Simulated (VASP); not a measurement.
Here is a VASP 6.6.1 calculation.

INCAR

```
ALGO     = Normal         # electronic algorithm
EDIFF    = 1E-6           # SCF threshold, eV
ENCUT    = 520            # plane-wave cutoff, eV
GGA      = PE             # functional
ISIF     = 2              # what is computed and relaxed
ISMEAR   = 0              # smearing method
LASPH    = T              # aspherical terms in the spheres
LCHARG   = F              # write CHGCAR
LREAL    = F              # projectors in reciprocal space
LWAVE    = F              # write WAVECAR
NBANDS   = 18             # bands
NELM     = 60             # most SCF steps
PREC     = Accurate       # precision mode
SIGMA    = 0.15           # smearing width, eV
```

KPOINTS

```
k-points
0
Gamma
  12 12 10
```

Contents of POSCAR:

```
PtSe2
1.0
    3.5750405804      0.0000000000      0.0000000000
   -1.7875202902      3.0960759622      0.0000000000
    0.0000000000      0.0000000000      5.0620000000
Pt Se
1 2
Direct
    0.0000000000      0.0000000000      0.0000000000
    0.3333333333      0.6666666667      0.2500000000
    0.6666666667      0.3333333333      0.7500000000
```

Potentials or basis: VASP PAW PBE potentials, release 64 (Pt, Se).

The run is started by

```console
$ cat potpaw_PBE.64/Pt/POTCAR potpaw_PBE.64/Se/POTCAR > POTCAR
$ mpirun -np 1 vasp_std > vasp.out
```

Question: Estimate the band gap on the k mesh.

Answer: Zero (band 11 reaches 8.01 eV, above the bottom of band 12 at 7.75 eV).

Question: Predict the largest force.

Answer: 1.754 eV/Å.

Question: Estimate the pressure.

Answer: 23.6 GPa.

Forces on the atoms (eV/Å):
```
Pt   0.000  0.000  0.000
Se   0.000  0.000  1.754
Se   0.000  0.000 -1.754
```

Caveat: the cell differs from its parent crystal (strain -0.040 along x and y, +0.000 along z); spin-orbit coupling is left out, which moves the levels of the heavy elements; forces of over 1 eV/Å act on the atoms, so gaps and moduli don't describe the material at rest.
